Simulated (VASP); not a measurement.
Wanted: the native input for a VASP 6.6.1 run.

| Property | Result |
| --- | --- |
| Task | relaxation of cell and atoms |
| Functional | PBEsol |
| Potentials or basis | VASP PAW PBE potentials, release 64 (Sb) |
| Cutoff | 600 eV |
| k mesh | 6 × 6 × 4 |
| Occupations | gaussian, width 0.1 eV |
| Spin | no spin polarisation |
| Dipole correction | no |
| Further INCAR settings | ALGO = Normal; EDIFF = 1e-07; IBRION = 2; EDIFFG = -0.04; NSW = 90; ISIF = 3 |

The structure of Sb lies in POSCAR:

```
Sb
1.0
    4.3996000742      0.0000000000      0.0000000000
   -2.1998000371      3.8101654308      0.0000000000
    0.0000000000      0.0000000000      7.2593401225
Sb
4
Direct
    0.3333333333      0.6666666667      0.4375000000
    0.6666666667      0.3333333333      0.9375000000
    0.6666666667      0.3333333333      0.5625000000
    0.3333333333      0.6666666667      0.0625000000
```

This isn't the form of Sb at room conditions, which is rhombohedral.

These files were run (other wordings do the same):

INCAR

```
SYSTEM = Sb
ALGO = Normal
EDIFF = 1E-7
EDIFFG = -0.04
ENCUT = 600
GGA = PS
IBRION = 2
ISIF = 3
ISMEAR = 0
LASPH = .True.
LCHARG = .False.
LREAL = .False.
LWAVE = .False.
NELM = 80
NSW = 90
PREC = Accurate
SIGMA = 0.1
```

KPOINTS

```
k-points
0
Gamma
  6 6 4
  0 0 0
```

Potentials or basis: VASP PAW PBE potentials, release 64 (Sb).

Run with:

```console
$ cat potpaw_PBE.64/Sb/POTCAR > POTCAR
$ mpirun -np 1 vasp_std > vasp.out
```

It gave:

```json
{
  "Relaxed volume": "36.41 Å³/atom",
  "Relaxed cell": "a = 5.180 Å, b = 5.180 Å, c = 6.269 Å, α = 90.00°, β = 90.00°, γ = 120.00°",
  "Space group after relaxing (to 0.1 Å)": "P6_3/mmc (No. 194)",
  "Energy gained by relaxing": "622.1 meV/atom",
  "Ionic steps": "22",
  "Pressure after relaxing": "0.1 GPa",
  "Largest force after relaxing": "0.024 eV/Å",
  "Band gap on the k mesh": "zero (bands 10 and 11 overlap by 0.47 eV)"
}
```

Caveat: the volume moved by over 15 % at a fixed basis, so the end points are rough; the PAW data sets were made with another functional, which shifts forces and pressure a little; spin-orbit coupling is left out, which moves the levels of the heavy elements.

It took 17 min on 1 thread of AMD EPYC 7R43 64-Core Processor (Zen 3) (shared host), peak memory 0.25 GiB.
